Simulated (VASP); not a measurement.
WC (rocksalt type): relaxation of cell and atoms with PBEsol

Crystal: WC (rocksalt type).

```
W C
1.0
     0.00000    2.15443    2.15443
     2.15443    0.00000    2.15443
     2.15443    2.15443    0.00000
W C
1 1
Cartesian
  0.0000 0.0000 0.0000
  2.1544 2.1544 2.1544
```

```yaml
Program: VASP 6.6.1
Task: relaxation of cell and atoms
Functional: PBEsol
Potentials_or_basis: VASP PAW PBE potentials, release 64 (W_sv, C)
Cutoff: 600 eV
k_mesh: 15 × 15 × 15
Occupations: fermi-dirac, width 0.1 eV
Spin: no spin polarisation
Dipole_correction: no
Further_INCAR_settings: ALGO = Normal; EDIFF = 1e-06; IBRION = 2; EDIFFG = -0.005; NSW = 60; ISIF = 3
```

```
Relaxed volume                        : 10.29 Å³/atom
Relaxed cell                          : a = 3.076 Å, b = 3.076 Å, c = 3.076 Å, α = 60.00°, β = 60.00°, γ = 60.00°
Space group after relaxing (to 0.1 Å) : Fm-3m (No. 225)
Energy gained by relaxing             : 10.2 meV/atom
Ionic steps                           : 4
Pressure after relaxing               : 0.0 GPa
```

The path:
| step | energy change (eV) | largest force (eV/Å) | pressure (GPa) | volume (Å³) |
| --- | --- | --- | --- | --- |
| 1 | 0.0000 | 0.0000 | 11.69 | 20.00 |
| 2 | 0.1140 | 0.0000 | -24.89 | 22.19 |
| 3 | -0.0204 | 0.0000 | -0.30 | 20.59 |
| 4 | -0.0204 | 0.0000 | -0.02 | 20.57 |

Final structure:
```
W C
1.0
     0.00000    2.17485    2.17485
     2.17485    0.00000    2.17485
     2.17485    2.17485    0.00000
W C
1 1
Direct
  0.00000 0.00000 0.00000
  0.50000 0.50000 0.50000
```

Levels at points of the mesh, in eV from the Fermi level:
```tsv
k point	band 5	band 6	band 7	band 8	band 9	band 10	band 11	band 12	band 13
(0.00, 0.00, 0.00)	-15.98	-2.83	-2.83	-2.83	-1.06	-1.06	-1.06	-0.98	-0.98
```

It took 90 s on 1 thread of Intel Xeon 8259CL, on a shared host, peak memory 0.18 GiB.

Caveat: the highest band is partly filled, so the run has too few bands; the PAW data sets were made with another functional, which shifts forces and pressure a little; spin-orbit coupling is left out, which moves the levels of the heavy elements.
